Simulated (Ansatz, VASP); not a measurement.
**Two plane-wave programs on BiTe**

```
CELL_PARAMETERS angstrom
0.00000 3.23500 3.23500
3.23500 0.00000 3.23500
3.23500 3.23500 0.00000
ATOMIC_POSITIONS crystal
Bi 0.00000 0.00000 0.00000
Te 0.50000 0.50000 0.50000
```

Alike in both runs: task single point; functional PBE; k mesh 7 × 7 × 7; occupations gaussian, width 0.03 eV; no spin polarisation.

```csv
,VASP,Ansatz
version,VASP 6.6.1,Ansatz 0.2.0
potentials or method,"VASP PAW PBE potentials, release 64 (Bi_d, Te)",Ansatz PAW
plane-wave cutoff (eV),520,420
valence electrons in the cell,21,31
```

Ansatz gave:

- gap on the k mesh at the Fermi level (eV): none
- pressure (GPa): 1.0

What did VASP give for the same quantities?

gap on the k mesh at the Fermi level (eV): none; pressure (GPa): 0.9.

A gap of «none» marks a metal or a gap that the smearing closes. VASP's potentials hold 21 valence electrons a cell and Ansatz's 31, so a difference there can come from the potentials and not from the codes.

Neither program's run includes spin-orbit coupling.
